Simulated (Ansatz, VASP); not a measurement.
**SiC in VASP and in Ansatz**

```
CELL_PARAMETERS angstrom
-1.53878 -2.66524 0.00000
1.53878 -2.66524 0.00000
-0.61551 -1.06610 10.07677
ATOMIC_POSITIONS crystal
Si 0.09572 0.33333 0.59404
Si 0.62905 0.66667 0.09404
Si 0.86236 0.00000 0.34409
Si 0.66236 0.00000 0.84409
C 0.17093 0.33333 0.40600
C 0.30427 0.66667 0.90600
C 0.93733 0.00000 0.15666
C 0.73733 0.00000 0.65666
```

Alike in both runs: task single point; functional r2SCAN; k mesh 8 × 8 × 3; occupations gaussian, width 0.05 eV; no spin polarisation.

```csv
,VASP,Ansatz
version,VASP 6.6.1,Ansatz 0.2.0
potentials or method,"VASP PAW PBE potentials, release 64 (Si, C), cutoff 520 eV","scalar-relativistic, plane waves, PAW"
valence electrons in the cell,32,32
```

```csv
,VASP,Ansatz,Ansatz less VASP
gap on the k mesh at the Fermi level (eV),0.76,0.76,+0.001
least direct gap on the mesh (eV),1.39,1.40,+0.003
pressure (GPa),-1.5,-1.4,+0.14
"traceless stress, the component that is largest in VASP (GPa)",8.04,8.00,-0.034
rms of the force components (eV/Å),0.546,0.545,-0.0005
```

VASP's potentials were made for PBE, not for r2SCAN. Atom by atom the forces differ by 0.006 eV/Å (rms over components).
